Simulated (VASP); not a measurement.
# CsPbCl3 (Pm-3m) in VASP: a series of runs, part 2 of 2

VASP 6.6.1.

## 4. Single point, PBE, non-collinear spin, zero start, spin-orbit coupling

File INCAR:

```
  PREC = Accurate
  ENCUT = 520
  EDIFF = 1E-7
  ISMEAR = 0
  SIGMA = 0.05
  LREAL = F
  LASPH = T
  NELM = 150
  ALGO = Normal
  ISIF = 2
  LWAVE = F
  LCHARG = F
  MAGMOM = 0 0 0 0 0 0 0 0 0 0 0 0 0 0 0
  LORBIT = 11
  LSORBIT = T
  GGA_COMPAT = F
  LORBMOM = T
  GGA = PE
  NBANDS = 59
```

File KPOINTS:

```
regular mesh
0
Gamma
  4 4 4
```

File POSCAR:

```
CsPbCl3
1.0
    5.6050019085      0.0000000000      0.0000000000
    0.0000000000      5.6050019085      0.0000000000
    0.0000000000      0.0000000000      5.6050019085
Cs Pb Cl
1 1 3
Direct
    0.0000000000      0.0000000000      0.0000000000
    0.5000000000      0.5000000000      0.5000000000
    0.0000000000      0.5000000000      0.5000000000
    0.5000000000      0.5000000000      0.0000000000
    0.5000000000      0.0000000000      0.5000000000
```

Potentials or basis: VASP PAW PBE potentials, release 64 (Cs_sv, Pb_d, Cl).

Run with:

```console
$ cat potpaw_PBE.64/Cs_sv/POTCAR potpaw_PBE.64/Pb_d/POTCAR potpaw_PBE.64/Cl/POTCAR > POTCAR
$ mpirun -np 1 vasp_ncl > vasp.out
```

OUTCAR:

```text
PREC = Accurate
   ENCUT = 520
   EDIFF = 1E-7
   ISMEAR = 0
   LREAL = F
   LASPH = T
   NELM = 150
   ISIF = 2
   LORBIT = 11
   LSORBIT = T
   GGA = PE

 ion  position               nearest neighbor table
   1  0.000  0.000  0.000-
   2  0.500  0.500  0.500-   3 2.80   4 2.80   5 2.80   4 2.80   5 2.80   3 2.80
   3  0.000  0.500  0.500-   2 2.80   2 2.80
   4  0.500  0.500  0.000-   2 2.80   2 2.80
   5  0.500  0.000  0.500-   2 2.80   2 2.80

  LATTYP: Found a simple cubic cell.
 ALAT       =     5.6050019085

  Lattice vectors:

 A1 = (   5.6050019085,   0.0000000000,   0.0000000000)
 A2 = (   0.0000000000,   5.6050019085,   0.0000000000)
 A3 = (   0.0000000000,   0.0000000000,   5.6050019085)

Analysis of symmetry for initial positions (statically):
=====================================================================
 Subroutine PRICEL returns:
 Original cell was already a primitive cell.

 Routine SETGRP: Setting up the symmetry group for a
 simple cubic supercell.

 Subroutine GETGRP returns: Found 48 space group operations
 (whereof 48 operations were pure point group operations)
 out of a pool of 48 trial point group operations.

The static configuration has the point symmetry O_h .

Analysis of symmetry for dynamics (positions and initial velocities):
=====================================================================
 Subroutine PRICEL returns:
 Original cell was already a primitive cell.

 Routine SETGRP: Setting up the symmetry group for a
 simple cubic supercell.

 Subroutine GETGRP returns: Found 48 space group operations
 (whereof 48 operations were pure point group operations)
 out of a pool of 48 trial point group operations.

The dynamic configuration has the point symmetry O_h .

Analysis of structural, dynamic, and magnetic symmetry:
=====================================================================
 Subroutine PRICEL returns:
 Original cell was already a primitive cell.

 Routine SETGRP: Setting up the symmetry group for a
 simple cubic supercell.

 Subroutine GETGRP returns: Found 48 space group operations
 (whereof 48 operations were pure point group operations)
 out of a pool of 48 trial point group operations.

The overall configuration has the point symmetry O_h .

 Subroutine INISYM returns: Found 48 space group operations
 (whereof 48 operations are pure point group operations),
 and found     1 'primitive' translations

----------------------------------------------------------------------------------------

                                     Primitive cell

  volume of cell :     176.0870

  direct lattice vectors                    reciprocal lattice vectors
     5.605001909  0.000000000  0.000000000     0.178412071  0.000000000  0.000000000
     0.000000000  5.605001909  0.000000000     0.000000000  0.178412071  0.000000000
     0.000000000  0.000000000  5.605001909     0.000000000  0.000000000  0.178412071

  length of vectors
     5.605001909  5.605001909  5.605001909     0.178412071  0.178412071  0.178412071

[... 728 lines left out ...]
  in kB       17.3687380     17.3687380     17.3687380      0.0000000     -0.0000000      0.0000000
  external PRESSURE =      17.3687380 kB  Pullay stress =       0.0000000 kB

 VOLUME and BASIS-vectors are now :
 -----------------------------------------------------------------------------
  energy-cutoff  :      520.00
  volume of cell :      176.09
      direct lattice vectors                 reciprocal lattice vectors
     5.605001909  0.000000000  0.000000000     0.178412071  0.000000000  0.000000000
     0.000000000  5.605001909  0.000000000     0.000000000  0.178412071  0.000000000
     0.000000000  0.000000000  5.605001909     0.000000000  0.000000000  0.178412071

 POSITION                                       TOTAL-FORCE (eV/Angst)
 -----------------------------------------------------------------------------------
      0.00000      0.00000      0.00000         0.000000      0.000000      0.000000
      2.80250      2.80250      2.80250         0.000000      0.000000      0.000000
      0.00000      2.80250      2.80250         0.000000      0.000000      0.000000
      2.80250      2.80250      0.00000         0.000000      0.000000      0.000000
      2.80250      0.00000      2.80250         0.000000      0.000000      0.000000
 -----------------------------------------------------------------------------------
    total drift:                                0.000000     -0.000000     -0.000000

  FREE ENERGIE OF THE ION-ELECTRON SYSTEM (eV)
  ---------------------------------------------------
  free  energy   TOTEN  =       -17.9791424680 eV

  energy  without entropy=      -17.9791424680  energy(sigma->0) =      -17.97914247

 orbital moment (x)

 # of ion     p       d       tot
 ----------------------------------------
  1         0.000  -0.000  -0.000
  2         0.000   0.000   0.000
  3         0.000   0.000   0.000
  4         0.000   0.000   0.000
  5         0.000   0.000   0.000
 ----------------------------------------
            0.000   0.000   0.000

 orbital moment (y)

 # of ion     p       d       tot
 ----------------------------------------
  1         0.000   0.000   0.000
  2         0.000  -0.000  -0.000
  3         0.000   0.000   0.000
  4         0.000   0.000   0.000
  5         0.000   0.000   0.000
 ----------------------------------------
            0.000  -0.000  -0.000

 orbital moment (z)

 # of ion     p       d       tot
 ----------------------------------------
  1         0.000  -0.000  -0.000
  2         0.000   0.000   0.000
  3         0.000   0.000   0.000
  4         0.000   0.000   0.000
  5         0.000   0.000   0.000
 ----------------------------------------
            0.000   0.000   0.000

 Spin-Orbit-Coupling matrix elements

 Ion:    1  E_soc:     -0.3226517
 l=   1
     0.0000000    -0.0537663    -0.0537663
    -0.0537663     0.0000000    -0.0537663
    -0.0537663    -0.0537663     0.0000000
 l=   2
     0.0000000    -0.0000018     0.0000000    -0.0000018    -0.0000072
    -0.0000018     0.0000000    -0.0000054    -0.0000018    -0.0000018
     0.0000000    -0.0000054     0.0000000    -0.0000054     0.0000000
    -0.0000018    -0.0000018    -0.0000054     0.0000000    -0.0000018
    -0.0000072    -0.0000018     0.0000000    -0.0000018     0.0000000
 l=   3
     0.0000000     0.0000000     0.0000000     0.0000000     0.0000000     0.0000000     0.0000000
     0.0000000     0.0000000     0.0000000     0.0000000     0.0000000     0.0000000     0.0000000
     0.0000000     0.0000000     0.0000000     0.0000000     0.0000000     0.0000000     0.0000000
     0.0000000     0.0000000     0.0000000     0.0000000     0.0000000     0.0000000     0.0000000
[... 69 lines left out ...]
 l=   2
     0.0000000     0.0000000     0.0000000     0.0000000     0.0000000
     0.0000000     0.0000000     0.0000000     0.0000000     0.0000000
     0.0000000     0.0000000     0.0000000     0.0000000     0.0000000
     0.0000000     0.0000000     0.0000000     0.0000000     0.0000000
     0.0000000     0.0000000     0.0000000     0.0000000     0.0000000
 l=   3
     0.0000000     0.0000000     0.0000000     0.0000000     0.0000000     0.0000000     0.0000000
     0.0000000     0.0000000     0.0000000     0.0000000     0.0000000     0.0000000     0.0000000
     0.0000000     0.0000000     0.0000000     0.0000000     0.0000000     0.0000000     0.0000000
     0.0000000     0.0000000     0.0000000     0.0000000     0.0000000     0.0000000     0.0000000
     0.0000000     0.0000000     0.0000000     0.0000000     0.0000000     0.0000000     0.0000000
     0.0000000     0.0000000     0.0000000     0.0000000     0.0000000     0.0000000     0.0000000
     0.0000000     0.0000000     0.0000000     0.0000000     0.0000000     0.0000000     0.0000000

 total charge

# of ion       s       p       d       tot
------------------------------------------
    1        1.831   4.712   0.011   6.554
    2        1.518   0.452   9.864  11.834
    3        1.600   3.531   0.000   5.131
    4        1.600   3.531   0.000   5.131
    5        1.600   3.531   0.000   5.131
--------------------------------------------------
tot          8.150  15.757   9.876  33.783

 magnetization (x)

# of ion       s       p       d       tot
------------------------------------------
    1       -0.000  -0.000  -0.000  -0.000
    2        0.000   0.000   0.000   0.000
    3        0.000   0.000   0.000   0.000
    4       -0.000   0.000   0.000  -0.000
    5        0.000   0.000   0.000   0.000
--------------------------------------------------
tot          0.000   0.000  -0.000   0.000

 magnetization (y)

# of ion       s       p       d       tot
------------------------------------------
    1       -0.000  -0.000   0.000   0.000
    2        0.000   0.000   0.000   0.000
    3        0.000   0.000   0.000   0.000
    4        0.000   0.000   0.000   0.000
    5        0.000  -0.000   0.000  -0.000
--------------------------------------------------
tot          0.000   0.000   0.000   0.000

 magnetization (z)

# of ion       s       p       d       tot
------------------------------------------
    1       -0.000  -0.000  -0.000  -0.000
    2        0.000   0.000  -0.000   0.000
    3        0.000   0.000   0.000   0.000
    4        0.000   0.000   0.000   0.000
    5        0.000   0.000   0.000   0.000
--------------------------------------------------
tot          0.000   0.000  -0.000   0.000
```

It took 6.9 min on 1 thread of Intel Xeon 8259CL, shared host; peak memory 0.63 GiB.

What came out:

```yaml
Free_energy: -17.9791 eV
Pressure: 1.7 GPa
Net_moment: 0.00 μB per cell
Valence_electrons_inside_the_program's_atomic_spheres: Cs 6.55; Pb 11.83; Cl 5.13
```

Moments on the atoms (μB; x, y, z):
```
Cs  0.00 0.00 0.00
Pb  0.00 0.00 0.00
Cl  0.00 0.00 0.00
Cl  0.00 0.00 0.00
Cl  0.00 0.00 0.00
```

## 5. Summary

```csv
spin,cell,k mesh,pressure (GPa),moment (μB)
off,"a = 5.605 Å, 5 atoms",6 × 6 × 6,1.7,-
"non-collinear, zero start, SOC","a = 5.529 Å, 5 atoms",4 × 4 × 4,3.1,0.00
"non-collinear, zero start, SOC","a = 5.605 Å, 5 atoms",4 × 4 × 4,1.7,0.00
```

Alike in all rows: task single point; level PBE; potentials or basis VASP PAW PBE potentials, release 64 (Cs_sv, Pb_d, Cl); cutoff (eV) 520; smearing gaussian 0.05 eV.

Caveats: the cell stands under pressure (at least some runs).

Total energies depend on the potentials used, so only differences within one code and one set of settings carry meaning.
